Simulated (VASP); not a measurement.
A run of VASP 6.6.1 is set up as follows.

Contents of INCAR:

```
SYSTEM = Ge
  PREC = Accurate
  ENCUT = 520
  EDIFF = 1E-6
  ISMEAR = 0
  SIGMA = 0.1
  LREAL = .FALSE.
  LASPH = .TRUE.
  NELM = 60
  ALGO = Normal
  ISIF = 2
  LWAVE = .FALSE.
  LCHARG = .FALSE.
  GGA = PE
  NBANDS = 13
```

File KPOINTS:

```
Automatic mesh
0
G
  6 6 6
  0 0 0
```

The input POSCAR:

```
Ge
1.0
    2.7012950148      0.0000000000      0.0000000000
    0.0000000000      2.7012950148      0.0000000000
    0.0000000000      0.0000000000      2.7280925836
Ge
1
Direct
    0.5000000000      0.5000000000      0.0000000000
```

Potentials or basis: VASP PAW PBE potentials, release 64 (Ge_d).

Launch:

```sh
$ cat potpaw_PBE.64/Ge_d/POTCAR > POTCAR
$ mpirun -np 1 vasp_std > vasp.out
```

What does it give for the pressure?

-0.3 GPa.

What does it give for the band gap on the k mesh?

Zero (band 7 reaches 12.25 eV, above the bottom of band 8 at 3.43 eV).

Caveat: the k points lie up to 0.39 Å⁻¹ apart.
